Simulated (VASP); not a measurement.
Here is a VASP 6.6.1 calculation.

Contents of INCAR:

```
PREC = Accurate
ENCUT = 520
EDIFF = 1E-7
ISMEAR = -1
SIGMA = 0.1
LREAL = F
LASPH = T
NELM = 80
ALGO = Normal
ISIF = 2
LWAVE = F
LCHARG = F
GGA = PS
NBANDS = 14
```

Contents of KPOINTS:

```
Automatic mesh
0
Gamma
  21 21 21
```

File POSCAR:

```
Rh
1.0
    0.0000000000      1.5971922238      1.5971922238
    1.5971922238      0.0000000000      1.5971922238
    1.5971922238      1.5971922238      0.0000000000
Rh
1
Direct
    0.0000000000      0.0000000000      0.0000000000
```

Potentials or basis: VASP PAW PBE potentials, release 64 (Rh_pv).

Launch:

```sh
$ cat potpaw_PBE.64/Rh_pv/POTCAR > POTCAR
$ mpirun -np 1 vasp_std > vasp.out
```

(1) What does it give for the pressure?

Answers

(1) 515.7 GPa.

Caveat: the PAW data sets were made with another functional, which shifts forces and pressure a little.
